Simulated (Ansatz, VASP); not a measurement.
# Two plane-wave programs on C

POSCAR

```
C
1.0
    2.5174486404      0.0000000000      0.0000000000
    0.0000000000      2.5174486404      0.0000000000
    0.0000000000      0.0000000000     15.2950000000
C
6
Direct
    0.7500000000      0.0000000000      0.3595941435
    0.2500000000      0.0000000000      0.4104058885
    0.2500000000      0.5000000000      0.4719573936
    0.7500000000      0.5000000000      0.5280426058
    0.7500000000      0.0000000000      0.5895941120
    0.2500000000      0.0000000000      0.6404058565
```

File INCAR.step1:

```
PREC = Accurate
ENCUT = 520
ISMEAR = -1
SIGMA = 0.02
LREAL = F
LASPH = T
NELM = 100
LDIPOL = T
IDIPOL = 3
DIPOL = 0.5 0.5 0.500
NBANDS = 21
GGA = PE
ALGO = Normal
EDIFF = 1E-4
LWAVE = T
LCHARG = F
```

Contents of INCAR.step2:

```
PREC = Accurate
ENCUT = 520
EDIFF = 1E-6
ISMEAR = -1
SIGMA = 0.02
LREAL = F
LASPH = T
NELM = 100
ALGO = Normal
ISIF = 2
LWAVE = F
LCHARG = F
LDIPOL = T
IDIPOL = 3
DIPOL = 0.5 0.5 0.500
METAGGA = R2SCAN
LMIXTAU = T
NBANDS = 21
ISTART = 1
```

The input KPOINTS:

```
regular mesh
0
Gamma
  10 10 1
```

Input for Ansatz:

```yaml
crystal:
  lattice:
    - [2.5174486404, 0.0, 0.0]
    - [0.0, 2.5174486404, 0.0]
    - [0.0, 0.0, 15.295]
  atoms:
    - { symbol: C, position: [0.75, 0.0, 0.3595941435] }
    - { symbol: C, position: [0.25, 0.0, 0.4104058885] }
    - { symbol: C, position: [0.25, 0.5, 0.4719573936] }
    - { symbol: C, position: [0.75, 0.5, 0.5280426058] }
    - { symbol: C, position: [0.75, 0.0, 0.589594112] }
    - { symbol: C, position: [0.25, 0.0, 0.6404058565] }
kpoints:
  mp_grid: { grid: [10, 10, 1] }
scf:
  occupations: { method: fermi_dirac, width: 0.02 }
hamiltonian:
  xc: r2scan
  pseudopotentials: { kind: paw }
output:
  forces: true
  stress: true
  eigenvalues: true
efield:
  axis: 3
  amplitude: 0
  dipole_correction: true
```

Alike in both runs: task single point; functional r2SCAN; k mesh 10 × 10 × 1; occupations fermi-dirac, width 0.02 eV; no spin polarisation.

```csv
,VASP,Ansatz
version,VASP 6.6.1,Ansatz 0.2.0
potentials or method,"VASP PAW PBE potentials, release 64 (C)","PAW with Ansatz's default frozen-core files, scalar-relativistic"
plane-wave cutoff (eV),520,500
valence electrons in the cell,24,24
```

Ansatz gave:

* rms of the force components (eV/Å): 0.001

Task: Which values does VASP return?

Result: rms of the force components (eV/Å): 0.023.

VASP's potentials were made for PBE, not for r2SCAN. Atom by atom the forces differ by 0.022 eV/Å (rms over components). The functional is the same, so the differences come from potentials, cutoffs and numerics. Ansatz's warnings: vacuum density over bound.
